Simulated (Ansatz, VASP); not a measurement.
**SnO in VASP and in Ansatz**

```
CELL_PARAMETERS angstrom
3.83710 0.00000 0.00000
0.00000 3.83710 0.00000
0.00000 0.00000 4.76213
ATOMIC_POSITIONS crystal
Sn 0.00000 0.50000 0.24324
Sn 0.50000 0.00000 0.75676
O 0.96889 0.96889 0.00000
O 0.50000 0.50000 0.00000
```

Alike in both runs: task single point; functional PBE; dispersion D3(BJ); k mesh 12 × 12 × 10; occupations gaussian, width 0.15 eV; no spin polarisation.

|  | VASP | Ansatz |
| --- | --- | --- |
| version | VASP 6.6.1 | Ansatz 0.2.0 |
| potentials or method | VASP PAW PBE potentials, release 64 (Sn_d, O), cutoff 520 eV | scalar-relativistic, plane waves, PAW |
| valence electrons in the cell | 40 | 40 |

Ansatz gave:

* gap on the k mesh at the Fermi level (eV): none
* pressure (GPa): 0.8
* traceless stress, the component that is largest in VASP (GPa): -0.94
* rms of the force components (eV/Å): 0.461

Estimate VASP's values.

gap on the k mesh at the Fermi level (eV): none; pressure (GPa): 1.1; traceless stress, the component that is largest in VASP (GPa): -1.01; rms of the force components (eV/Å): 0.472.

Atom by atom the forces differ by 0.034 eV/Å (rms over components). A gap of «none» marks a metal or a gap that the smearing closes.
